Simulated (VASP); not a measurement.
# LiSi16 (a cell with a defect) in VASP: further runs

The runs below take LiSi16 (a cell with a defect) through single point, with PBE.

All numbers are computed with VASP 6.6.1; they aren't measurements. Logs are shortened: lines on timing, memory, paths and dates and some standing lists are left out, and cuts for length are marked.

### Step 1. The cell of the first run

The cell holds a defect, 17 atoms: a = 7.679 Å, b = 7.679 Å, c = 7.679 Å, α = 60.00°, β = 60.00°, γ = 60.00°.

### Step 2. Single point, PBE

INCAR reads:

```
SYSTEM = LiSi16
ALGO = Normal
EDIFF = 1E-6
ENCUT = 520
GGA = PE
ISIF = 2
ISMEAR = -1
LASPH = .TRUE.
LCHARG = .FALSE.
LREAL = Auto
LWAVE = .FALSE.
NBANDS = 48
NELECT = 66.0
NELM = 60
PREC = Accurate
SIGMA = 0.05
```

KPOINTS reads:

```
k-points
0
G
  2 2 2
  0 0 0
```

POSCAR reads:

```
LiSi16
1.0
    0.0000000000      5.4300000000      5.4300000000
    5.4300000000      0.0000000000      5.4300000000
    5.4300000000      5.4300000000      0.0000000000
Si Li
16 1
Direct
   -0.0018049724     -0.0044294659     -0.0009651934
    0.1301104052      0.1084166667      0.1309676796
   -0.0018073665     -0.0044246777      0.5076506446
    0.1211290976      0.1289364641      0.6251935543
    0.0070638122      0.4777829650      0.0077831492
    0.1207931860      0.6181193370      0.1215178637
   -0.0092399632      0.5025068140      0.5035760589
    0.1207963168      0.6181237569      0.6399854512
    0.5068275322     -0.0044450276     -0.0009656538
    0.6243509208      0.1289549724      0.1219477901
    0.4936672192      0.0178031308      0.4944909761
    0.6243511971      0.1289506446      0.6251996317
    0.5028488029      0.5025101289     -0.0084933702
    0.6392734807      0.6181121547      0.1215206262
    0.5028553407      0.5025069061      0.5035599448
    0.6179029466      0.6451976059      0.6186648250
    0.2666353591      0.6991839779      0.2672928177
```

Potentials or basis: VASP PAW PBE potentials, release 64 (Si, Li_sv).

The run is started by

```console
cat potpaw_PBE.64/Si/POTCAR potpaw_PBE.64/Li_sv/POTCAR > POTCAR
mpirun -np 1 vasp_std > vasp.out
```

OUTCAR:

```text
SYSTEM = LiSi16
   EDIFF = 1E-6
   ENCUT = 520
   GGA = PE
   ISIF = 2
   ISMEAR = -1
   LASPH = .TRUE.
   LREAL = Auto
   NELECT = 66.0
   NELM = 60
   PREC = Accurate

 ion  position               nearest neighbor table
   1  0.998  0.996  0.999-   4 2.34  10 2.34   2 2.36   6 2.37
   2  0.130  0.108  0.131-   5 2.32   3 2.36   1 2.36   9 2.36  17 2.57
   3  0.998  0.996  0.508-   4 2.34  12 2.34   2 2.36   8 2.37
   4  0.121  0.129  0.625-  11 2.34   7 2.34   3 2.34   1 2.34
   5  0.007  0.478  0.008-  14 2.31   8 2.31   6 2.31   2 2.32
   6  0.121  0.618  0.122-   5 2.31  17 2.35   1 2.37  13 2.40   7 2.40
   7  0.991  0.503  0.504-  16 2.34   4 2.34   6 2.40   8 2.40  17 2.58
   8  0.121  0.618  0.640-   5 2.31  17 2.35   3 2.37  15 2.40   7 2.40
   9  0.507  0.996  0.999-  12 2.34  10 2.34   2 2.36  14 2.37
  10  0.624  0.129  0.122-  11 2.34  13 2.34   9 2.34   1 2.34
  11  0.494  0.018  0.494-  16 2.34   4 2.34  12 2.34  10 2.34
  12  0.624  0.129  0.625-  11 2.34  15 2.34   9 2.34   3 2.34
  13  0.503  0.503  0.992-  16 2.34  10 2.34  14 2.40   6 2.40  17 2.58
  14  0.639  0.618  0.122-   5 2.31  17 2.35   9 2.37  15 2.40  13 2.40
  15  0.503  0.503  0.504-  16 2.34  12 2.34  14 2.40   8 2.40  17 2.58
  16  0.618  0.645  0.619-  11 2.34  13 2.34  15 2.34   7 2.34
  17  0.267  0.699  0.267-  14 2.35   6 2.35   8 2.35   2 2.57  13 2.58  15 2.58   7 2.58

  LATTYP: Found a face centered cubic cell.
 ALAT       =    10.8600000000

  Lattice vectors:

 A1 = (   0.0000000000,   5.4300000000,   5.4300000000)
 A2 = (   5.4300000000,   0.0000000000,   5.4300000000)
 A3 = (   5.4300000000,   5.4300000000,   0.0000000000)

Analysis of symmetry for initial positions (statically):
=====================================================================
 Subroutine PRICEL returns:
 Original cell was already a primitive cell.

 Routine SETGRP: Setting up the symmetry group for a
 face centered cubic supercell.

 Subroutine GETGRP returns: Found  1 space group operations
 (whereof  1 operations were pure point group operations)
 out of a pool of 48 trial point group operations.

The static configuration has the point symmetry C_1 .

Analysis of symmetry for dynamics (positions and initial velocities):
=====================================================================
 Subroutine PRICEL returns:
 Original cell was already a primitive cell.

 Routine SETGRP: Setting up the symmetry group for a
 face centered cubic supercell.

[... 121 lines left out ...]
   IBRION =     -1    ionic relax: 0-MD 1-quasi-New 2-CG
   NFREE  =      0    steps in history (QN), initial steepest desc. (CG)
   ISIF   =      2    stress and relaxation
   ISYM   =      2    0-nonsym 1-usesym 2-fastsym
   POTIM  = 0.5000    time-step for ionic-motion
   TEBEG  =    0.0;   TEEND  =   0.0 temperature during run
   PSTRESS=    0.0 pullay stress
   NELECT =      66.0000    total number of electrons
   NUPDOWN=      -1.0000    fix difference up-down
   EMIN   =  10.00;   EMAX   =-10.00  energy-range for DOS
   EFERMI =   0.00;   METHOD = LEGACY
   ISMEAR =    -1;   SIGMA  =   0.05  broadening in eV -4-tet -1-fermi 0-gaus
   EFERMI_NEDOS =   21; number of points for ismear=-14 and -15
   IALGO  =     38    algorithm
   IMIX   =      4    mixing-type and parameters
     AMIX     =   0.40;   BMIX     =  1.00
     AMIX_MAG =   1.60;   BMIX_MAG =  1.00
  volume/ion in A,a.u.               =      18.84       127.11
  Fermi-wavevector in a.u.,A,eV,Ry     =   0.967044  1.827449 12.723821  0.935174
  Thomas-Fermi vector in A             =   2.096897
   LORBIT       =      0    0 simple, 1 ext, 2 COOP (PROOUT), +10 PAW based schemes
   GGA     = PE    functional components
   LHFCALC =     F    Hartree Fock is set to
   AEXX    =    0.0000 exact exchange contribution
   IVDW    =     0    specifies the selected vdW correction
   LEPSILON=     F    determine dielectric tensor
   LRPA    =     F    only Hartree local field effects (RPA)
 non-spin polarized calculation
  energy-cutoff  :      520.00
  volume of cell :      320.21
 maximum number of plane-waves:      8646
 NGX is ok and might be reduce to    60
   NGX = 29   NGY = 29   NGZ = 29

 number of electron      65.9999996 magnetization

 Free energy of the ion-electron system (eV)
  ---------------------------------------------------
  ext. energy  EPLUGINS =         0.00000000
  ---------------------------------------------------
  free energy    TOTEN  =       -93.40515036 eV

  energy without entropy =      -93.40396831  energy(sigma->0) =      -93.40455934

 E-fermi :   6.3446     XC(G=0):  -9.4434

 val. band max:        6.0500086874   @ k =   0.0000   0.0000   0.0000
 cond. band min:       6.6183765421   @ k =   0.0000   0.0000   0.0000
 fundamental gap:      0.5683678547
 Fermi energy:         6.3446033158

 k-point     1 :       0.0000    0.0000    0.0000
  band No.  band energies     occupation
      1     -40.3355      2.00000
      2      -5.9195      2.00000
      3      -3.6706      2.00000
      4      -3.6104      2.00000
      5      -3.6103      2.00000
      6      -3.5920      2.00000
[... 373 lines left out ...]
     44      10.3021      0.00000
     45      10.3424      0.00000
 [bands above 45 left out]

------------------------ aborting loop because EDIFF is reached ----------------------------------------

  FORCE on cell =-STRESS in cart. coord.  units (eV):
  Direction    XX          YY          ZZ          XY          YZ          ZX
  --------------------------------------------------------------------------------------
  -------------------------------------------------------------------------------------
  Total       -1.1924935     -1.1929234     -1.1957539      0.2977533      0.2959015     -0.2966543
  in kB       -5.9667402     -5.9688909     -5.9830540      1.4898333      1.4805678     -1.4843344
  external PRESSURE =      -5.9728950 kB  Pullay stress =       0.0000000 kB

 VOLUME and BASIS-vectors are now :
 -----------------------------------------------------------------------------
  energy-cutoff  :      520.00
  volume of cell :      320.21
      direct lattice vectors                 reciprocal lattice vectors
     0.000000000  5.430000000  5.430000000    -0.092081031  0.092081031  0.092081031
     5.430000000  0.000000000  5.430000000     0.092081031 -0.092081031  0.092081031
     5.430000000  5.430000000  0.000000000     0.092081031  0.092081031 -0.092081031

 POSITION                                       TOTAL-FORCE (eV/Angst)
 -----------------------------------------------------------------------------------
     10.83071     10.84496     10.82615        -0.014670      0.010255     -0.014341
      1.29986      1.41765      1.29520         0.023901     -0.023779      0.024688
      8.16252      8.17673     10.82616        -0.009849      0.015272     -0.014633
      4.09493      4.05253      1.35786        -0.029342      0.028941     -0.008260
      2.63662      0.08062      2.63272         0.013539     -0.013276      0.013856
      4.01623      1.31575      4.01229        -0.013783      0.036063     -0.014922
[... 9 lines left out ...]
      6.86277      6.71456      6.85864        -0.052883      0.052008     -0.049953
      5.24797      2.89923      5.24440         0.303095     -0.302362      0.300353
 -----------------------------------------------------------------------------------
    total drift:                                0.002297     -0.001163      0.003043

  FREE ENERGIE OF THE ION-ELECTRON SYSTEM (eV)
  ---------------------------------------------------
  free  energy   TOTEN  =       -93.4051503611 eV

  energy  without entropy=      -93.4039683113  energy(sigma->0) =      -93.40455934
```

It took 3.4 min on 1 thread of Intel Xeon Platinum 8488C (Sapphire Rapids), shared host; peak memory 0.48 GiB.

What came out:

```yaml
Free_energy: -93.4052 eV
Largest_force: 0.523 eV/Å
```

Forces in eV/Å, atoms in the order of the input:
```
Si  -0.015  0.010 -0.014
Si   0.024 -0.024  0.025
Si  -0.010  0.015 -0.015
Si  -0.029  0.029 -0.008
Si   0.014 -0.013  0.014
Si  -0.014  0.036 -0.015
Si  -0.037  0.037  0.006
Si  -0.036  0.014 -0.015
Si  -0.013  0.013 -0.010
Si  -0.009  0.031 -0.029
Si  -0.049  0.049 -0.049
Si  -0.031  0.009 -0.029
Si   0.004  0.035 -0.037
Si  -0.015  0.014 -0.036
Si  -0.035 -0.005 -0.038
Si  -0.053  0.052 -0.050
Li   0.303 -0.302  0.300
```

Levels at points of the mesh, in eV from the Fermi level:
```tsv
k point	band 30	band 31	band 32	band 33	band 34	band 35	band 36	band 37
(0.00, 0.00, 0.00)	-1.39	-0.34	-0.29	-0.29	0.27	0.34	0.34	0.42
(0.50, 0.00, 0.00)	-1.14	-1.12	-1.04	-1.02	0.86	1.08	1.14	1.22
(0.00, 0.50, 0.00)	-1.11	-1.11	-1.02	-1.02	0.94	1.00	1.00	1.37
(0.00, 0.00, 0.50)	-1.14	-1.12	-1.04	-1.02	0.86	1.08	1.14	1.22
(0.50, 0.50, 0.50)	-1.14	-1.12	-1.04	-1.02	0.86	1.08	1.14	1.22
(0.50, 0.50, 0.00)	-1.68	-1.68	-1.61	-1.57	0.75	0.83	1.88	1.99
(0.00, 0.50, 0.50)	-1.68	-1.68	-1.61	-1.57	0.75	0.83	1.88	1.99
(0.50, 0.00, 0.50)	-1.68	-1.68	-1.61	-1.57	0.75	0.83	1.88	1.99
```

Caveat: the k points lie up to 0.50 Å⁻¹ apart; the cell carries a net charge on a neutralising background, which shifts energy and pressure; the cell is charged against a uniform background, so pressure and absolute levels hang on convention; the cutoff is under 1.25 times the usual one of these potentials, so pressure, stress and relaxed cells hold a basis-set (Pulay) error.

### Step 3. Single point, PBE

INCAR reads:

```
SYSTEM = LiSi16
PREC = Accurate
ENCUT = 520
EDIFF = 1E-6
ISMEAR = -1
SIGMA = 0.05
LREAL = Auto
LASPH = .TRUE.
NELM = 100
ALGO = Normal
ISIF = 2
LWAVE = .FALSE.
LCHARG = .FALSE.
GGA = PE
NELECT = 66.0
NBANDS = 48
```

KPOINTS reads:

```
Automatic mesh
0
G
  2 2 2
  0 0 0
```

POSCAR reads:

```
LiSi16
1.0
    0.0000000000      5.4300000000      5.4300000000
    5.4300000000      0.0000000000      5.4300000000
    5.4300000000      5.4300000000      0.0000000000
Si Li
16 1
Direct
   -0.0013764273     -0.0054307551     -0.0006447514
    0.1328593002      0.1003786372      0.1335819521
   -0.0013796501     -0.0054170350      0.5078402394
    0.1186961326      0.1300123389      0.6258445672
    0.0092636280      0.4712796501      0.0099093002
    0.1192015654      0.6189183241      0.1198139042
   -0.0136755064      0.5033381215      0.5053511971
    0.1191940147      0.6189247698      0.6424431860
    0.5071314917     -0.0054563536     -0.0006394107
    0.6251151934      0.1300422652      0.1193862799
    0.4915069982      0.0244639042      0.4922104972
    0.6251145488      0.1300337017      0.6258530387
    0.5047034991      0.5033541436     -0.0130119705
    0.6418283610      0.6188926335      0.1198241252
    0.5047139963      0.5033495396      0.5053300184
    0.6156281768      0.6521594843      0.6162946593
    0.2891648250      0.6316644567      0.2897629834
```

Potentials or basis: VASP PAW PBE potentials, release 64 (Si, Li_sv).

The run is started by

```console
cat potpaw_PBE.64/Si/POTCAR potpaw_PBE.64/Li_sv/POTCAR > POTCAR
mpirun -np 1 vasp_std > vasp.out
```

It took 3.9 min on 1 thread of Intel Xeon Platinum 8488C (Sapphire Rapids), shared host; peak memory 0.48 GiB.

Results (log left out):

- Free energy: -93.0992 eV
- Largest force: 0.701 eV/Å

Forces in eV/Å, atoms in the order of the input:
```
Si  -0.026  0.013 -0.025
Si  -0.012  0.010 -0.009
Si  -0.013  0.027 -0.026
Si  -0.026  0.025 -0.014
Si  -0.017  0.018 -0.014
Si  -0.034  0.024 -0.038
Si  -0.039  0.040 -0.008
Si  -0.025  0.034 -0.037
Si  -0.025  0.025 -0.014
Si  -0.014  0.028 -0.026
Si  -0.030  0.028 -0.026
Si  -0.027  0.014 -0.026
Si  -0.012  0.039 -0.040
Si  -0.033  0.034 -0.025
Si  -0.037  0.010 -0.041
Si  -0.036  0.036 -0.035
Li   0.405 -0.405  0.405
```

Levels at points of the mesh, in eV from the Fermi level:
| k point | band 30 | band 31 | band 32 | band 33 | band 34 | band 35 | band 36 | band 37 |
| --- | --- | --- | --- | --- | --- | --- | --- | --- |
| (0.00, 0.00, 0.00) | -1.28 | -0.27 | -0.21 | -0.21 | 0.17 | 0.42 | 0.42 | 0.51 |
| (0.50, 0.00, 0.00) | -1.05 | -1.03 | -0.99 | -0.95 | 0.91 | 1.06 | 1.26 | 1.26 |
| (0.00, 0.50, 0.00) | -1.02 | -1.02 | -0.94 | -0.94 | 1.05 | 1.05 | 1.07 | 1.49 |
| (0.00, 0.00, 0.50) | -1.05 | -1.04 | -0.99 | -0.95 | 0.91 | 1.06 | 1.26 | 1.26 |
| (0.50, 0.50, 0.50) | -1.05 | -1.04 | -0.99 | -0.95 | 0.91 | 1.06 | 1.26 | 1.26 |
| (0.50, 0.50, 0.00) | -1.63 | -1.61 | -1.53 | -1.48 | 0.78 | 0.91 | 1.96 | 2.06 |
| (0.00, 0.50, 0.50) | -1.63 | -1.61 | -1.53 | -1.48 | 0.78 | 0.91 | 1.96 | 2.06 |
| (0.50, 0.00, 0.50) | -1.63 | -1.61 | -1.53 | -1.48 | 0.78 | 0.91 | 1.96 | 2.06 |

Caveat: the k points lie up to 0.50 Å⁻¹ apart; the cell carries a net charge on a neutralising background, which shifts energy and pressure; the cell is charged against a uniform background, so pressure and absolute levels hang on convention; the cutoff is under 1.25 times the usual one of these potentials, so pressure, stress and relaxed cells hold a basis-set (Pulay) error.
